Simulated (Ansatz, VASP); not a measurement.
# Mg5ZnS6: VASP beside Ansatz

```
Mg Zn S
1.0
    -0.00053    0.00008    6.46929
     6.95999   -0.00028   -0.00056
    -3.48023    6.02686    0.00034
Mg Zn S
5 1 6
Direct
  0.00237 0.99991 0.66969
  0.00230 0.66962 0.99996
  0.00233 0.33022 0.33025
  0.50286 0.33343 0.66669
  0.50279 0.66677 0.33338
  0.50432 0.00015 0.00006
  0.38474 0.00007 0.67710
  0.38471 0.67716 0.00005
  0.38474 0.32303 0.32297
  0.88429 0.33319 0.66661
  0.87029 0.99989 0.99996
  0.88425 0.66655 0.33329
```

Change from the starting cell: cell x1, atoms moved at random (sigma 0.15 Å) and cell strained at random (1.5 %), then relaxed without symmetry.

Alike in both runs: functional PBE; k mesh 2 × 3 × 3; occupations gaussian, width 0.1 eV; no spin polarisation.

Ansatz relaxed the structure, and its values are those at the end. VASP's run is a single point on that final structure, the one shown.

|  | VASP | Ansatz |
| --- | --- | --- |
| version | VASP 6.6.1 | Ansatz 0.2.0 |
| potentials or method | VASP PAW PBE potentials, release 64 (Mg, Zn, S), cutoff 520 eV | scalar-relativistic, plane waves, PAW |
| valence electrons in the cell | 58 | 98 |

VASP gave:

- gap on the k mesh at the Fermi level (eV): 3.13
- least direct gap on the mesh (eV): 3.13
- pressure (GPa): -0.1
- rms of the force components (eV/Å): 0.008

Task: What did Ansatz give for the same quantities?

Result: gap on the k mesh at the Fermi level (eV): 3.13; least direct gap on the mesh (eV): 3.13; pressure (GPa): 0.0; rms of the force components (eV/Å): 0.002.

VASP's potentials hold 58 valence electrons a cell and Ansatz's 98, so a difference there can come from the potentials and not from the codes.

The k mesh is coarse, so the values compare programs but aren't converged.
